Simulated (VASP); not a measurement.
Wanted: the native input for a VASP 6.6.1 run.

* Task: single point
* Functional: r2SCAN
* Potentials or basis: VASP PAW PBE potentials, release 64 (Si, O)
* Cutoff: 520 eV
* k mesh: 4 × 4 × 4
* Occupations: gaussian, width 0.01 eV
* Spin: no spin polarisation
* Dipole correction: no
* Further INCAR settings: ALGO = Normal; EDIFF = 1e-07; NBANDS = 44

SiO2:

```xyz
12
Lattice="5.0768 0.0000 0.0000 0.0000 5.0768 0.0000 0.0000 0.0000 7.0505" Properties=species:S:1:pos:R:3 pbc="T T T"
Si    1.5355    1.5355    0.0000
Si    1.0029    4.0739    1.7626
Si    3.5413    3.5413    3.5252
Si    4.0739    1.0029    5.2879
O     1.2091    0.5547    1.2793
O     1.9837    3.7476    3.0420
O     3.8677    4.5221    4.8046
O     3.0932    1.3293    6.5672
O     3.7476    1.9837    4.0085
O     4.5221    3.8677    2.2459
O     1.3293    3.0932    0.4833
O     0.5547    1.2091    5.7712
```

One way to write it, as run:

POSCAR

```
SiO2
1.0
    5.0768256267      0.0000000000      0.0000000000
    0.0000000000      5.0768256267      0.0000000000
    0.0000000000      0.0000000000      7.0504987319
Si O
4 8
Direct
    0.3024588131      0.3024588131      0.0000000000
    0.1975411869      0.8024588131      0.2500000000
    0.6975411869      0.6975411869      0.5000000000
    0.8024588131      0.1975411869      0.7500000000
    0.2381684589      0.1092706349      0.1814546508
    0.3907293651      0.7381684589      0.4314546508
    0.7618315411      0.8907293651      0.6814546508
    0.6092706349      0.2618315411      0.9314546508
    0.7381684589      0.3907293651      0.5685453492
    0.8907293651      0.7618315411      0.3185453492
    0.2618315411      0.6092706349      0.0685453492
    0.1092706349      0.2381684589      0.8185453492
```

INCAR.step1

```
SYSTEM = SiO2
PREC = Accurate
ENCUT = 520
ISMEAR = 0
SIGMA = 0.01
LREAL = .False.
LASPH = .True.
NELM = 60
NBANDS = 44
GGA = PE
ALGO = Normal
EDIFF = 1E-4
LWAVE = .True.
LCHARG = .False.
```

INCAR.step2

```
SYSTEM = SiO2
PREC = Accurate
ENCUT = 520
EDIFF = 1E-7
ISMEAR = 0
SIGMA = 0.01
LREAL = .False.
LASPH = .True.
NELM = 60
ALGO = Normal
ISIF = 2
LWAVE = .False.
LCHARG = .False.
METAGGA = R2SCAN
LMIXTAU = .True.
NBANDS = 44
ISTART = 1
```

KPOINTS

```
Automatic mesh
0
Gamma
  4 4 4
  0 0 0
```

Potentials or basis: VASP PAW PBE potentials, release 64 (Si, O).

Command:

```sh
$ cat potpaw_PBE.64/Si/POTCAR potpaw_PBE.64/O/POTCAR > POTCAR
$ cp INCAR.step1 INCAR
$ mpirun -np 1 vasp_std > vasp.out
$ cp INCAR.step2 INCAR
$ mpirun -np 1 vasp_std > vasp.out
```

Results of the run:

```json
{"Pressure": "-9.0 GPa", "Largest force": "0.600 eV/Å", "Band gap on the k mesh": "6.00 eV"}
```

Caveat: the cell stands under tension; the PAW data sets were made with another functional, which shifts forces and pressure a little.

It took 15 min on 1 thread of Intel(R) Xeon(R) Platinum 8488C (Sapphire Rapids) (shared host), peak memory 0.35 GiB.
